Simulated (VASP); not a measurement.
# AlN (Cm) in VASP: single point with r2SCAN

Aim: the single point of AlN with r2SCAN.

Everything below comes from runs of VASP 6.6.1. Logs are shortened: lines on timing, memory, paths and dates and some standing lists are left out, and cuts for length are marked.

### 1 The cell of the first run

It takes space group Cm (No. 8, monoclinic). Conventional cell: a = 5.350 Å, b = 3.089 Å, c = 3.089 Å, α = 90.00°, β = 125.26°, γ = 90.00°. Within 2.1 Å of Al (site symmetry m) lie 3 N at 1.56 to 1.94 Å. Within 2.1 Å of N (site symmetry m) lie 3 Al at 1.56 to 1.94 Å.

### 2 Single point, r2SCAN (atom 1 (Al) moved by (-0.300, -0.300) A along x and y)

File POSCAR:

```
AlN
1.0
    0.0000000000      2.1839935596      2.1839935596
    2.1839935596      0.0000000000      2.1839935596
    2.1839935596      2.1839935596      0.0000000000
Al N
1 1
Direct
    0.0000000000      0.0000000000     -0.1373630424
    0.7500000000      0.7500000000      0.7500000000
```

File INCAR.step1:

```
SYSTEM = AlN
  PREC = Accurate
  ENCUT = 520
  ISMEAR = 0
  SIGMA = 0.05
  LREAL = .False.
  LASPH = .True.
  NELM = 100
  NBANDS = 11
  GGA = PE
  ALGO = Normal
  EDIFF = 1E-4
  LWAVE = .True.
  LCHARG = .False.
```

File INCAR.step2:

```
SYSTEM = AlN
  PREC = Accurate
  ENCUT = 520
  EDIFF = 1E-6
  ISMEAR = 0
  SIGMA = 0.05
  LREAL = .False.
  LASPH = .True.
  NELM = 100
  ALGO = Normal
  ISIF = 2
  LWAVE = .False.
  LCHARG = .True.
  METAGGA = R2SCAN
  LMIXTAU = .True.
  LELF = .True.
  LVHAR = .True.
  NBANDS = 11
  ISTART = 1
```

File KPOINTS:

```
Automatic mesh
0
Gamma
  10 10 10
  0 0 0
```

Potentials or basis: VASP PAW PBE potentials, release 64 (Al, N).

On the command line:

```console
$ cat potpaw_PBE.64/Al/POTCAR potpaw_PBE.64/N/POTCAR > POTCAR
$ cp INCAR.step1 INCAR
$ mpirun -np 1 vasp_std > vasp.out
$ cp INCAR.step2 INCAR
$ mpirun -np 1 vasp_std > vasp.out
```

OUTCAR:

```text
SYSTEM = AlN
   PREC = Accurate
   ENCUT = 520
   EDIFF = 1E-6
   ISMEAR = 0
   LREAL = .False.
   LASPH = .True.
   NELM = 100
   ISIF = 2
   METAGGA = R2SCAN
   ISTART = 1

 ion  position               nearest neighbor table
   1  0.000  0.000  0.863-   2 1.56   2 1.94   2 1.94   2 2.25
   2  0.750  0.750  0.750-   1 1.56   1 1.94   1 1.94   1 2.25

  LATTYP: Found a face centered cubic cell.
 ALAT       =     4.3679871192

  Lattice vectors:

 A1 = (   0.0000000000,   2.1839935596,   2.1839935596)
 A2 = (   2.1839935596,   0.0000000000,   2.1839935596)
 A3 = (   2.1839935596,   2.1839935596,   0.0000000000)

Analysis of symmetry for initial positions (statically):
=====================================================================
 Subroutine PRICEL returns:
 Original cell was already a primitive cell.

 Routine SETGRP: Setting up the symmetry group for a
 face centered cubic supercell.

 Subroutine GETGRP returns: Found  2 space group operations
 (whereof  2 operations were pure point group operations)
 out of a pool of 48 trial point group operations.

The static configuration has the point symmetry C_1h.

Analysis of symmetry for dynamics (positions and initial velocities):
=====================================================================
 Subroutine PRICEL returns:
 Original cell was already a primitive cell.

 Routine SETGRP: Setting up the symmetry group for a
 face centered cubic supercell.

 Subroutine GETGRP returns: Found  2 space group operations
 (whereof  2 operations were pure point group operations)
 out of a pool of 48 trial point group operations.

The dynamic configuration has the point symmetry C_1h.

 Subroutine INISYM returns: Found  2 space group operations
 (whereof  2 operations are pure point group operations),
 and found     1 'primitive' translations

----------------------------------------------------------------------------------------

                                     Primitive cell

  volume of cell :      20.8345

  direct lattice vectors                    reciprocal lattice vectors
     0.000000000  2.183993560  2.183993560    -0.228938404  0.228938404  0.228938404
     2.183993560  0.000000000  2.183993560     0.228938404 -0.228938404  0.228938404
     2.183993560  2.183993560  0.000000000     0.228938404  0.228938404 -0.228938404

  length of vectors
     3.088633312  3.088633312  3.088633312     0.396532948  0.396532948  0.396532948

  position of ions in fractional coordinates (direct lattice)
     0.000000000  0.000000000  0.862636958
     0.750000000  0.750000000  0.750000000

  ion indices of the primitive-cell ions
   primitive index   ion index
                 1           1
                 2           2

----------------------------------------------------------------------------------------

 KPOINTS: Automatic mesh

Automatic generation of k-mesh.
 Grid dimensions read from file:
 generate k-points for:   10   10   10

 Generating k-lattice:

  Cartesian coordinates                     Fractional coordinates (reciprocal lattice)
    -0.022893840  0.022893840  0.022893840     0.100000000  0.000000000  0.000000000
     0.022893840 -0.022893840  0.022893840     0.000000000  0.100000000  0.000000000
     0.022893840  0.022893840 -0.022893840     0.000000000  0.000000000  0.100000000

  Length of vectors
     0.039653295  0.039653295  0.039653295

  Shift w.r.t. Gamma in fractional coordinates (k-lattice)
     0.000000000  0.000000000  0.000000000

 Subroutine IBZKPT returns following result:
 ===========================================

 Found    282 irreducible k-points:

 Following reciprocal coordinates:
            Coordinates               Weight
  0.000000  0.000000  0.000000      1.000000
  0.100000  0.000000  0.000000      4.000000
  0.000000  0.000000  0.100000      2.000000
  0.100000  0.100000  0.100000      2.000000
  0.200000  0.000000  0.000000      4.000000
  0.000000  0.000000  0.200000      2.000000
[... 16 lines left out ...]
  0.200000  0.100000  0.200000      4.000000
  0.100000 -0.100000 -0.100000      4.000000
 [... further k-points ...]
   k-points           NKPTS =    282   k-points in BZ     NKDIM =    282   number of bands    NBANDS=     11
   number of dos      NEDOS =    301   number of ions     NIONS =      2
   total plane-waves  NPLWV =  13824
   dimension x,y,z NGX =    24 NGY =   24 NGZ =   24
   dimension x,y,z NGXF=    48 NGYF=   48 NGZF=   48
   ions per type =               1   1
   NGX,Y,Z   is equivalent  to a cutoff of  12.92, 12.92, 12.92 a.u.
   NGXF,Y,Z  is equivalent  to a cutoff of  25.84, 25.84, 25.84 a.u.
 SYSTEM =  AlN
   PREC   = accura    normal or accurate (medium, high low for compatibility)
   ISTART =      1    job   : 0-new  1-cont  2-samecut
   ICHARG =      0    charge: 1-file 2-atom 10-const
   ISPIN  =      1    spin polarized calculation?
   LNONCOLLINEAR =      F non collinear calculations
   LSORBIT =      F    spin-orbit coupling
   LASPH  =      T    aspherical Exc in radial PAW
   ENCUT  =  520.0 eV  38.22 Ry    6.18 a.u.   5.74  5.74  5.74*2*pi/ulx,y,z
   NELM   =    100;   NELMIN=  2; NELMDL=  0     # of ELM steps
   EDIFF  = 0.1E-05   stopping-criterion for ELM
   LREAL  =      F    real-space projection
   EDIFFG = 0.1E-04   stopping-criterion for IOM
   NSW    =      0    number of steps for IOM
   IBRION =     -1    ionic relax: 0-MD 1-quasi-New 2-CG
   NFREE  =      0    steps in history (QN), initial steepest desc. (CG)
   ISIF   =      2    stress and relaxation
   ISYM   =      2    0-nonsym 1-usesym 2-fastsym
   POTIM  = 0.5000    time-step for ionic-motion
   TEBEG  =    0.0;   TEEND  =   0.0 temperature during run
   PSTRESS=    0.0 pullay stress
   NELECT =       8.0000    total number of electrons
   NUPDOWN=      -1.0000    fix difference up-down
   EMIN   =  10.00;   EMAX   =-10.00  energy-range for DOS
   EFERMI =   0.00;   METHOD = LEGACY
   ISMEAR =     0;   SIGMA  =   0.05  broadening in eV -4-tet -1-fermi 0-gaus
   EFERMI_NEDOS =   21; number of points for ismear=-14 and -15
   IALGO  =     38    algorithm
   IMIX   =      4    mixing-type and parameters
     AMIX     =   0.40;   BMIX     =  1.00
     AMIX_MAG =   1.60;   BMIX_MAG =  1.00
  volume/ion in A,a.u.               =      10.42        70.30
  Fermi-wavevector in a.u.,A,eV,Ry     =   1.189899  2.248583 19.263943  1.415860
  Thomas-Fermi vector in A             =   2.325996
   LORBIT       =      0    0 simple, 1 ext, 2 COOP (PROOUT), +10 PAW based schemes
   METAGGA = R2SCAN    functional components
   LHFCALC =     F    Hartree Fock is set to
   AEXX    =    0.0000 exact exchange contribution
   IVDW    =     0    specifies the selected vdW correction
   LEPSILON=     F    determine dielectric tensor
   LRPA    =     F    only Hartree local field effects (RPA)
 non-spin polarized calculation
 Gauss-broadening in eV      SIGMA  =   0.05
  energy-cutoff  :      520.00
  volume of cell :       20.83
 maximum number of plane-waves:       571
   NGX = 11   NGY = 11   NGZ = 11

 number of electron       8.0000000 magnetization

 Free energy of the ion-electron system (eV)
  ---------------------------------------------------
  ext. energy  EPLUGINS =         0.00000000
  ---------------------------------------------------
  free energy    TOTEN  =       -17.61265085 eV

  energy without entropy =      -17.61265085  energy(sigma->0) =      -17.61265085

 E-fermi :   6.8702     XC(G=0): -11.3903

 val. band max:        6.5562904777   @ k =   0.0000   0.0000   0.0000
 cond. band min:       9.5037883576   @ k =   0.5000   0.5000   0.0000
 fundamental gap:      2.9474978799
 Fermi energy:         6.8702451185

 k-point     1 :       0.0000    0.0000    0.0000
  band No.  band energies     occupation
      1     -10.0983      2.00000
      2       4.6403      2.00000
      3       5.6272      2.00000
      4       6.5563      2.00000
      5      10.2034      0.00000
      6      19.0949      0.00000
      7      19.2402      0.00000
      8      19.5491      0.00000
      9      23.8470      0.00000
     10      23.8665      0.00000
     11      24.8171      0.00000

 k-point     2 :       0.1000    0.0000    0.0000
  band No.  band energies     occupation
      1      -9.9532      2.00000
      2       4.3322      2.00000
      3       5.1979      2.00000
      4       6.4311      2.00000
      5      10.8370      0.00000
      6      18.1461      0.00000
      7      19.2865      0.00000
      8      20.2726      0.00000
      9      22.8383      0.00000
     10      23.1831      0.00000
     11      24.9282      0.00000

 k-point     3 :       0.0000    0.0000    0.1000
  band No.  band energies     occupation
      1      -9.9568      2.00000
      2       4.5262      2.00000
      3       5.5762      2.00000
      4       5.6715      2.00000
      5      11.0269      0.00000
      6      18.5835      0.00000
      7      19.0396      0.00000
      8      19.7988      0.00000
      9      23.2916      0.00000
     10      23.3636      0.00000
     11      24.3990      0.00000

 k-point     4 :       0.1000    0.1000    0.1000
  band No.  band energies     occupation
      1      -9.9502      2.00000
      2       4.0376      2.00000
      3       5.5886      2.00000
      4       6.4567      2.00000
      5      10.7145      0.00000
      6      18.5677      0.00000
      7      19.3906      0.00000
      8      19.9033      0.00000
      9      22.4349      0.00000
     10      22.6896      0.00000
     11      25.7055      0.00000
[... 239 lines left out ...]
 k-point    22 :       0.1000    0.1000   -0.1000
  band No.  band energies     occupation
      1      -9.5927      2.00000
      2       3.8282      2.00000
      3       4.9439      2.00000
      4       5.2303      2.00000
      5      12.1752      0.00000
      6      17.1688      0.00000
      7      19.1396      0.00000
      8      19.1738      0.00000
      9      21.9130      0.00000
     10      25.2240      0.00000
     11      25.2733      0.00000

 k-point    23 :       0.2000    0.1000    0.2000
  band No.  band energies     occupation
      1      -9.5778      2.00000
      2       3.1347      2.00000
      3       5.2575      2.00000
      4       5.9310      2.00000
      5      11.8341      0.00000
      6      17.6814      0.00000
      7      19.1967      0.00000
      8      20.0238      0.00000
      9      20.3979      0.00000
     10      23.6603      0.00000
     11      26.4700      0.00000

 k-point    24 :       0.1000   -0.1000   -0.1000
  band No.  band energies     occupation
      1      -9.5863      2.00000
      2       3.5814      2.00000
      3       4.6095      2.00000
      4       5.9300      2.00000
      5      12.0605      0.00000
      6      17.0627      0.00000
      7      19.0379      0.00000
      8      19.8796      0.00000
      9      21.6556      0.00000
     10      24.4916      0.00000
     11      25.8720      0.00000

 [... further k-points ...]
[... 5 lines left out ...]
  --------------------------------------------------------------------------------------
  -------------------------------------------------------------------------------------
  Total        2.0504344      2.0504344      5.7466893      3.1719943      4.1585044      4.1585195
  in kB      157.6784741    157.6784741    441.9205983    243.9264649    319.7891271    319.7902900
  external PRESSURE =     252.4258488 kB  Pullay stress =       0.0000000 kB

 VOLUME and BASIS-vectors are now :
 -----------------------------------------------------------------------------
  energy-cutoff  :      520.00
  volume of cell :       20.83
      direct lattice vectors                 reciprocal lattice vectors
     0.000000000  2.183993560  2.183993560    -0.228938404  0.228938404  0.228938404
     2.183993560  0.000000000  2.183993560     0.228938404 -0.228938404  0.228938404
     2.183993560  2.183993560  0.000000000     0.228938404  0.228938404 -0.228938404

 POSITION                                       TOTAL-FORCE (eV/Angst)
 -----------------------------------------------------------------------------------
      1.88399      1.88399      0.00000         5.864407      5.864407      6.429195
      3.27599      3.27599      3.27599        -5.864407     -5.864407     -6.429195
 -----------------------------------------------------------------------------------
    total drift:                                0.000694      0.000694     -0.000758

  FREE ENERGIE OF THE ION-ELECTRON SYSTEM (eV)
  ---------------------------------------------------
  free  energy   TOTEN  =       -17.6126508462 eV

  energy  without entropy=      -17.6126508462  energy(sigma->0) =      -17.61265085
```

Run time: 3.1 min. Hardware: 1 thread of AMD EPYC 7R13 (Zen 3), shared host; peak memory 0.15 GiB.

What came out:

| Item | Value |
| --- | --- |
| Free energy | -17.6127 eV |
| Pressure | 25.2 GPa |
| Largest force | 10.494 eV/Å |
| Band gap on the k mesh | 2.95 eV, indirect (least direct gap 3.65 eV) |

Forces on the atoms (eV/Å):
```
Al   5.864  5.864  6.429
N   -5.864 -5.864 -6.429
```

Caveat: the cell differs from its parent crystal (atom 1 (Al) moved by (-0.300, -0.300) A along x and y); the PAW data sets were made with another functional, which shifts forces and pressure a little.
